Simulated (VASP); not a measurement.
Wanted: the native input for a VASP 6.6.1 run.

| Property | Result |
| --- | --- |
| Task | single point |
| Functional | r2SCAN |
| Potentials or basis | VASP PAW PBE potentials, release 64 (Ba_sv, Ti_sv, O) |
| Cutoff | 520 eV |
| k mesh | 6 × 6 × 3 |
| Occupations | fermi-dirac, width 0.1 eV |
| Spin | collinear spin, zero start |
| Starting moments | [0.0, 0.0, 0.0, 0.0, 0.0, 0.0, 0.0, 0.0, 0.0, 0.0] μB |
| Dipole correction | no |
| Further INCAR settings | ALGO = Normal; EDIFF = 1e-06; NBANDS = 55 |

The system is BaTiO3.

```
Ba Ti O
1.0
     3.94650    0.00000    0.00000
     0.00000    3.94650    0.00000
     0.00000    0.00000    7.92892
Ba Ti O
2 2 6
Direct
  0.00000 0.00000 0.00000
  0.00000 0.00000 0.50000
  0.50000 0.50000 0.25000
  0.50000 0.50000 0.75000
  0.50000 0.50000 0.00000
  0.50000 0.50000 0.50000
  0.50000 0.00000 0.25000
  0.50000 0.00000 0.75000
  0.00000 0.50000 0.25000
  0.00000 0.50000 0.75000
```

One way to write it, as run:

POSCAR

```
BaTiO3
1.0
    3.9465045600      0.0000000000      0.0000000000
    0.0000000000      3.9465045600      0.0000000000
    0.0000000000      0.0000000000      7.9289241000
Ba Ti O
2 2 6
Direct
    0.0000000000      0.0000000000      0.0000000000
    0.0000000000      0.0000000000      0.5000000000
    0.5000000000      0.5000000000      0.2500000000
    0.5000000000      0.5000000000      0.7500000000
    0.5000000000      0.5000000000      0.0000000000
    0.5000000000      0.5000000000      0.5000000000
    0.5000000000      0.0000000000      0.2500000000
    0.5000000000      0.0000000000      0.7500000000
    0.0000000000      0.5000000000      0.2500000000
    0.0000000000      0.5000000000      0.7500000000
```

INCAR.step1

```
ALGO = Normal
EDIFF = 1E-4
ENCUT = 520
GGA = PE
ISMEAR = -1
ISPIN = 2
LASPH = T
LCHARG = F
LMAXMIX = 4
LREAL = F
LWAVE = T
MAGMOM = 0 0 0 0 0 0 0 0 0 0
NBANDS = 55
NELM = 150
PREC = Accurate
SIGMA = 0.1
```

INCAR.step2

```
ALGO = Normal
EDIFF = 1E-6
ENCUT = 520
ISIF = 2
ISMEAR = -1
ISPIN = 2
ISTART = 1
LASPH = T
LCHARG = T
LELF = T
LMAXMIX = 4
LMIXTAU = T
LORBIT = 11
LREAL = F
LVHAR = T
LWAVE = F
MAGMOM = 0 0 0 0 0 0 0 0 0 0
METAGGA = R2SCAN
NBANDS = 55
NELM = 150
PREC = Accurate
SIGMA = 0.1
```

KPOINTS

```
k-points
0
Gamma
  6 6 3
```

Potentials or basis: VASP PAW PBE potentials, release 64 (Ba_sv, Ti_sv, O).

The run is started by

```bash
$ cat potpaw_PBE.64/Ba_sv/POTCAR potpaw_PBE.64/Ti_sv/POTCAR potpaw_PBE.64/O/POTCAR > POTCAR
$ cp INCAR.step1 INCAR
$ mpirun -np 1 vasp_std > vasp.out
$ cp INCAR.step2 INCAR
$ mpirun -np 1 vasp_std > vasp.out
```

Results of the run:

```yaml
Pressure: 8.4 GPa
Band_gap_on_the_k_mesh: 2.21 eV
Net_moment: 0.00 μB per cell
Valence_electrons_inside_the_program's_atomic_spheres: Ba 8.03; Ti 10.18; O 5.09
```

Caveat: the PAW data sets were made with another functional, which shifts forces and pressure a little; spin-orbit coupling is left out, which moves the levels of the heavy elements.

Wall time 15 min on 1 thread of Intel(R) Xeon(R) Platinum 8559C (Emerald Rapids), on a shared host, peak memory 0.42 GiB.
